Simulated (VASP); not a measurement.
Here is a VASP 6.6.1 calculation.

The input POSCAR:

```
LiF
1.0
    0.0000000000      2.1525456070      2.1342161016
    2.1525456070      0.0000000000      2.1342161016
    2.1525456070      2.1525456070      0.0000000000
Li F
1 1
Direct
    0.0000000000      0.0000000000      0.0000000000
    0.2500000000      0.2500000000      0.2500000000
```

The input INCAR.step1:

```
SYSTEM = LiF
PREC = Accurate ; ENCUT = 520
EDIFF = 1E-5 ; ISMEAR = 0
SIGMA = 0.01 ; LREAL = .False.
LASPH = .True. ; NELM = 100
ALGO = Normal ; ISIF = 2
LWAVE = .True. ; LCHARG = .False.
GGA = PE ; NBANDS = 12
```

The input INCAR.step2:

```
SYSTEM = LiF
PREC = Accurate ; ENCUT = 520
EDIFF = 1E-6 ; ISMEAR = 0
SIGMA = 0.01 ; LREAL = .False.
LASPH = .True. ; NELM = 100
ALGO = Normal ; ISIF = 2
LWAVE = .False. ; LCHARG = .False.
GGA = PE ; LHFCALC = .True.
HFSCREEN = 0.2079 ; PRECFOCK = Normal
ISTART = 1 ; NBANDS = 12
```

KPOINTS

```
Automatic mesh
0
Gamma
  8 8 8
  0 0 0
```

Potentials or basis: VASP PAW PBE potentials, release 64 (Li_sv, F).

The run is started by

```bash
$ cat potpaw_PBE.64/Li_sv/POTCAR potpaw_PBE.64/F/POTCAR > POTCAR
$ cp INCAR.step1 INCAR
$ mpirun -np 1 vasp_std > vasp.out
$ cp INCAR.step2 INCAR
$ mpirun -np 1 vasp_std > vasp.out
```

Task: What does it give for the band gap on the k mesh?

Result: 10.06 eV, direct.

Caveat: the cell differs from its parent crystal (epitaxial xy strain +0.4%). A k mesh can miss the band edges.
